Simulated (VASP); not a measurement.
A run of VASP 6.6.1 is set up as follows.

The input INCAR:

```
PREC = Accurate ; ENCUT = 500
EDIFF = 1E-6 ; ISMEAR = 0
SIGMA = 0.1 ; LREAL = False
LASPH = True ; NELM = 120
ALGO = Normal ; ISIF = 2
LWAVE = False ; LCHARG = False
NBANDS = 18 ; GGA_COMPAT = False
```

Contents of KPOINTS:

```
regular mesh
0
Gamma
  6 6 6
```

POSCAR

```
HfZn
1.0
    3.2751048400      0.0000000000      0.0000000000
    0.0000000000      3.2751048400      0.0000000000
    0.0000000000      0.0000000000      3.2751048400
Hf Zn
1 1
Direct
    0.5000000000      0.5000000000      0.5000000000
    0.0000000000      0.0000000000      0.0000000000
```

Potentials or basis: VASP PAW LDA potentials, release 64 (Hf_pv, Zn).

Launch:

```console
$ cat potpaw_LDA.64/Hf_pv/POTCAR potpaw_LDA.64/Zn/POTCAR > POTCAR
$ mpirun -np 1 vasp_std > vasp.out
```

**Question.** What does it give for the band gap on the k mesh?

**Answer.** Zero (bands 11 and 12 overlap by 0.43 eV).

**Question.** What does it give for the pressure?

**Answer.** -6.2 GPa.

Caveat: the cell stands under tension; spin-orbit coupling is left out, which moves the levels of the heavy elements.
